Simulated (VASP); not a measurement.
# Ga16As9P7 (P1) in VASP: a series of runs, part 2 of 2

VASP 6.6.1. The steps go on from the part before.

## Step 3: Single point, PBEsol

INCAR

```
PREC = Accurate
ENCUT = 500
EDIFF = 1E-6
ISMEAR = -1
SIGMA = 0.05
LREAL = Auto
LASPH = True
NELM = 120
ALGO = Normal
ISIF = 2
LWAVE = False
LCHARG = True
GGA = PS
LELF = True
LVHAR = True
NBANDS = 486
ISYM = -1
GGA_COMPAT = False
KPAR = 1
```

KPOINTS

```
explicit points
1
Reciprocal
  0.25000000   0.25000000   0.25000000 1
```

POSCAR

```
Ga16As9P7
1.0
   11.7615630000      0.0000000000      0.0000000000
   -0.0000020000     13.5810850000      0.0000000000
    0.0000000000      0.0000000000     12.9168570000
Ga P As
48 21 27
Direct
    0.9984720000      0.1707790000      0.0035600000
    0.9992110000      0.1648030000      0.5008560000
    0.3323790000      0.1641280000      0.0002200000
    0.3338450000      0.1668850000      0.5009450000
    0.1644920000      0.4167580000      0.9993900000
    0.1688690000      0.4148770000      0.5011200000
    0.9993110000      0.6660210000      0.9996760000
    0.9976810000      0.6667540000      0.4974110000
    0.6660400000      0.1656980000      0.0005370000
    0.6661820000      0.1657450000      0.4977130000
    0.5001750000      0.4174680000      0.9980500000
    0.4999770000      0.4153600000      0.5001850000
    0.3357460000      0.6665990000      0.9991760000
    0.3319250000      0.6678930000      0.5004750000
    0.1676830000      0.9174220000      0.0013970000
    0.1658880000      0.9176710000      0.5004740000
    0.8337000000      0.4181530000      0.0006710000
    0.8345440000      0.4177310000      0.4983310000
    0.6662380000      0.6662810000      0.9989980000
    0.6685330000      0.6672620000      0.4989470000
    0.5012710000      0.9155030000      0.0016550000
    0.5010140000      0.9178470000      0.4993760000
    0.8320960000      0.9170550000      0.0016720000
    0.8335580000      0.9146590000      0.4994300000
    0.1656440000      0.0801810000      0.2485160000
    0.1660010000      0.0835260000      0.7502800000
    0.0000990000      0.3311430000      0.2509470000
    0.0002080000      0.3337780000      0.7512820000
    0.4994570000      0.0836370000      0.2476460000
    0.5011530000      0.0794890000      0.7483540000
    0.3312220000      0.3332790000      0.2488870000
    0.3336710000      0.3338200000      0.7498320000
    0.1641470000      0.5835900000      0.2499520000
    0.1671940000      0.5813600000      0.7496200000
    0.0013580000      0.8332030000      0.2554840000
    0.9985660000      0.8312970000      0.7511750000
    0.8333520000      0.0818280000      0.2499920000
    0.8310650000      0.0862240000      0.7517020000
    0.6682800000      0.3334970000      0.2513600000
    0.6675000000      0.3329650000      0.7508680000
    0.5021530000      0.5820470000      0.2500000000
    0.4990330000      0.5840750000      0.7501350000
    0.3347900000      0.8346400000      0.2483070000
    0.3312900000      0.8330580000      0.7514940000
    0.8339720000      0.5839700000      0.2502660000
    0.8342400000      0.5814880000      0.7493210000
    0.6639500000      0.8329560000      0.2511280000
    0.6651330000      0.8343210000      0.7489670000
    0.0027170000      0.1685610000      0.1866420000
    0.0009030000      0.1678640000      0.6898300000
    0.3343690000      0.1672090000      0.1861360000
    0.1683830000      0.4177780000      0.1877350000
    0.3317510000      0.6673160000      0.1867740000
    0.3332540000      0.6657090000      0.6872690000
    0.8336320000      0.4161660000      0.1860270000
    0.6675990000      0.6683850000      0.1890460000
    0.4989700000      0.9149680000      0.6896570000
    0.8335720000      0.9176170000      0.6863860000
    0.1619540000      0.0822160000      0.9374900000
    0.9999780000      0.3331650000      0.4368680000
    0.0002620000      0.3331030000      0.9357070000
    0.1680260000      0.5828220000      0.9364970000
    0.9995850000      0.8348910000      0.9398360000
    0.8339070000      0.0861250000      0.9390510000
    0.6664790000      0.3363840000      0.4379680000
    0.6676690000      0.3348830000      0.9352610000
    0.5011760000      0.5844240000      0.4357290000
    0.8351670000      0.5814570000      0.4369210000
    0.6647340000      0.8295160000      0.9367140000
    0.3320240000      0.1670690000      0.6869270000
    0.1684590000      0.4184530000      0.6891960000
    0.0011500000      0.6666000000      0.1868440000
    0.9991730000      0.6650560000      0.6879720000
    0.6687980000      0.1683290000      0.1892290000
    0.6683230000      0.1705610000      0.6862370000
    0.4998020000      0.4182570000      0.1894330000
    0.5023720000      0.4146920000      0.6862380000
    0.1659650000      0.9162680000      0.1862940000
    0.1680370000      0.9161890000      0.6880260000
    0.8359150000      0.4174450000      0.6865890000
    0.6675000000      0.6643630000      0.6884010000
    0.5027340000      0.9161020000      0.1865420000
    0.8314260000      0.9158930000      0.1863200000
    0.1668350000      0.0824980000      0.4370060000
    0.5008610000      0.0810120000      0.4387850000
    0.4994960000      0.0811990000      0.9370190000
    0.3328570000      0.3334030000      0.4367880000
    0.3324260000      0.3327090000      0.9359930000
    0.1626820000      0.5843890000      0.4368690000
    0.9994620000      0.8347760000      0.4388090000
    0.8321640000      0.0829080000      0.4388500000
    0.4972090000      0.5837530000      0.9374380000
    0.3339870000      0.8336370000      0.4373840000
    0.3323690000      0.8352810000      0.9392510000
    0.8325040000      0.5826270000      0.9375290000
    0.6643910000      0.8323080000      0.4356930000
```

Potentials or basis: VASP PAW PBE potentials, release 64 (Ga_d, P, As).

Command:

```
$ cat potpaw_PBE.64/Ga_d/POTCAR potpaw_PBE.64/P/POTCAR potpaw_PBE.64/As/POTCAR > POTCAR
$ mpirun -np 4 vasp_std > vasp.out
```

Wall time 9.4 min (4 MPI ranks of Intel Xeon Platinum 8488C (Sapphire Rapids), shared host); peak memory 0.74 GiB.

It converged, with:

```yaml
Free_energy: -450.9767 eV
Pressure: 0.3 GPa
Largest_force: 1.214 eV/Å
Band_gap_on_the_k_mesh: 1.43 eV
```

Forces on the atoms (eV/Å):
```
Ga   0.159 -0.282 -0.332
Ga   0.115  0.813  0.516
Ga  -0.612 -0.137  0.203
Ga   0.001 -0.094 -0.101
Ga  -0.226  0.280  0.289
Ga  -0.835  0.089 -0.169
Ga   0.670  0.429 -0.464
Ga  -0.468 -0.208  0.284
Ga   0.478  0.538 -0.372
Ga   0.065  0.992  0.037
Ga   0.460 -0.493  0.168
Ga   0.508  0.667 -0.516
Ga  -1.013 -0.030  0.669
Ga   0.589 -0.532  0.267
Ga  -0.811  0.336 -0.581
Ga   0.307 -0.147  0.145
Ga   0.044 -0.874  0.115
Ga   0.054 -0.222 -0.381
Ga  -0.048  0.417  0.690
Ga  -0.075 -0.875 -0.176
Ga   0.567 -0.333 -0.455
Ga  -0.136 -0.434  1.034
Ga  -0.062  0.002 -0.983
Ga  -0.374  0.230  0.723
Ga   0.198  1.026 -0.248
Ga  -0.529  0.236  0.498
Ga   0.096  0.440 -0.076
Ga   0.165 -0.551  0.225
Ga  -0.356  0.331  0.121
Ga  -0.025 -0.026 -0.119
Ga  -0.288 -0.224 -0.328
Ga   0.133 -0.057  0.000
Ga   0.842 -0.322 -0.344
Ga   0.443  0.804  0.588
Ga  -0.298  0.020 -0.661
Ga  -0.406  0.526  0.487
Ga   0.680  0.429 -0.101
Ga   0.759 -0.472  0.172
Ga   0.317  0.581  0.396
Ga   0.206  0.402  0.578
Ga  -0.266  1.097  0.241
Ga  -0.500  0.002 -0.293
Ga  -0.105 -0.727 -0.020
Ga   0.672 -0.469 -0.285
Ga  -0.501 -0.403  0.133
Ga  -0.094  0.141  0.272
Ga   0.382 -0.595 -0.314
Ga   0.242  0.294  0.258
P   -0.257 -0.363  0.264
P   -0.122 -0.123 -0.208
P   -0.249 -0.159  0.122
P   -0.382 -0.161 -0.160
P    0.250 -0.116  0.064
P   -0.030  0.164  0.033
P    0.110  0.065  0.246
P   -0.049 -0.242 -0.292
P   -0.010 -0.058 -0.452
P   -0.062  0.030  0.228
P    0.189  0.240  0.115
P    0.046 -0.157  0.135
P   -0.206  0.201  0.301
P   -0.163  0.125  0.086
P   -0.043 -0.184 -0.213
P   -0.108 -0.273 -0.049
P    0.121 -0.399 -0.103
P   -0.060 -0.201  0.359
P   -0.170 -0.160  0.296
P   -0.324  0.276 -0.151
P    0.223  0.535 -0.027
As   0.270 -0.175  0.182
As  -0.175 -0.541 -0.330
As  -0.226  0.209 -0.033
As   0.196  0.110 -0.325
As  -0.157 -0.162 -0.264
As  -0.359 -0.636 -0.139
As   0.127 -0.497 -0.518
As  -0.198  0.357  0.151
As   0.045 -0.216  0.150
As  -0.441  0.039 -0.069
As  -0.234 -0.341 -0.142
As  -0.033  0.364 -0.296
As  -0.338  0.189  0.032
As   0.291 -0.193  0.389
As  -0.048  0.238 -0.156
As  -0.282  0.514 -0.519
As   0.074  0.074 -0.108
As   0.153 -0.188 -0.191
As  -0.006 -0.106  0.263
As   0.465 -0.322  0.059
As   0.095 -0.233  0.168
As   0.146 -0.152 -0.284
As   0.457 -0.085 -0.190
As  -0.140  0.136 -0.138
As   0.143 -0.300 -0.202
As   0.056  0.145 -0.164
As   0.289  0.121  0.290
```

Stress tensor (GPa, compression positive):
```
 0.07 -0.14  0.09
-0.14  0.49  0.08
 0.09  0.08  0.28
```

Levels at points of the mesh, in eV from the valence-band top:
| k point | band 428 | band 429 | band 430 | band 431 | band 432 | band 433 | band 434 | band 435 | band 436 | band 437 |
| --- | --- | --- | --- | --- | --- | --- | --- | --- | --- | --- |
| (0.25, 0.25, 0.25) | -0.54 | -0.48 | -0.43 | -0.18 | 0.00 | 1.43 | 1.65 | 1.68 | 1.76 | 1.89 |

Caveat: the PAW data sets were made with another functional, which shifts forces and pressure a little; a shifted mesh leaves out Γ, where band edges can lie. A k mesh can miss the band edges.
